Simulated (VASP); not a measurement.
TaN: single point with r2SCAN+U

Crystal: TaN.

```xyz
2
Lattice="0.0000 2.1790 2.1790 2.1790 0.0000 2.1790 2.1790 2.1790 0.0000" Properties=species:S:1:pos:R:3 pbc="T T T"
Ta    2.1790    2.1790    2.1790
N     0.0000    0.0000    0.0000
```

* Program: VASP 6.6.1
* Task: single point
* Functional: r2SCAN
* Potentials or basis: VASP PAW PBE potentials, release 64 (Ta_pv, N)
* Cutoff: 520 eV
* k mesh: 7 × 7 × 7
* Occupations: gaussian, width 0.05 eV
* Spin: collinear spin, ferromagnetic start
* Starting moments: [2.0, 0.0] μB
* Hubbard terms: Ta d U = 1.0 eV
* Dipole correction: no
* Further INCAR settings: ALGO = Normal; EDIFF = 1e-06; NBANDS = 19

- Pressure: 14.8 GPa
- Band gap on the k mesh: zero (filled and empty bands overlap)
- Net moment: 0.00 μB per cell
- Valence electrons inside the program's atomic spheres: Ta 8.97; N 3.84

Levels at points of the mesh, in eV from the Fermi level:
Spin up:
```csv
k point,band 5,band 6,band 7,band 8,band 9,band 10,band 11,band 12
"(0.00, 0.00, 0.00)",-4.25,-4.25,-4.25,-2.24,-2.24,-2.24,0.19,0.19
```
Spin down:
| k point | band 5 | band 6 | band 7 | band 8 | band 9 | band 10 | band 11 | band 12 |
| --- | --- | --- | --- | --- | --- | --- | --- | --- |
| (0.00, 0.00, 0.00) | -4.25 | -4.25 | -4.25 | -2.24 | -2.24 | -2.24 | 0.19 | 0.19 |

Eigenvalues of the final occupation matrices:
```tsv
site	spin	trace	eigenvalues
site 1 d	1	1.25	0.22 0.22 0.27 0.27 0.27
site 1 d	2	1.25	0.22 0.22 0.27 0.27 0.27
```

Run time: 32 s on 1 thread of Intel Xeon 6975P-C, on a shared host, peak memory 0.17 GiB.

Caveat: the PAW data sets were made with another functional, which shifts forces and pressure a little; spin-orbit coupling is left out, which moves the levels of the heavy elements. The state reached can hang on the start; a lower one may exist.
